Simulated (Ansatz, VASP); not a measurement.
Ir in VASP and in Ansatz

```
CELL_PARAMETERS angstrom
0.00000 1.97729 1.91970
1.97729 0.00000 1.91970
1.97729 1.97729 0.00000
ATOMIC_POSITIONS crystal
Ir 0.00000 0.00000 0.00000
```

Change from the starting cell: strain +0.030 along x and y, +0.000 along z, atoms carried along.

Alike in both runs: task single point; functional PBEsol; k mesh 22 × 22 × 22; occupations gaussian, width 0.15 eV; no spin polarisation.

|  | VASP | Ansatz |
| --- | --- | --- |
| version | VASP 6.6.1 | Ansatz 0.2.0 |
| potentials or method | VASP PAW PBE potentials, release 64 (Ir), cutoff 520 eV | scalar-relativistic, plane waves, PAW |
| valence electrons in the cell | 9 | 17 |

VASP gave:

| Quantity | Value |
| --- | --- |
| gap on the k mesh at the Fermi level (eV) | none |
| pressure (GPa) | -20.8 |
| traceless stress, the component that is largest in VASP (GPa) | 6.09 |

Question: Estimate Ansatz's values.

Answer: gap on the k mesh at the Fermi level (eV): none; pressure (GPa): -21.4; traceless stress, the component that is largest in VASP (GPa): 6.12.

VASP's potentials were made for PBE, not for PBEsol. A gap of «none» marks a metal or a gap that the smearing closes. The functional is the same, so the differences come from potentials, cutoffs and numerics. VASP's potentials hold 9 valence electrons a cell and Ansatz's 17, so a difference there can come from the potentials and not from the codes.

Spin-orbit coupling is off throughout.
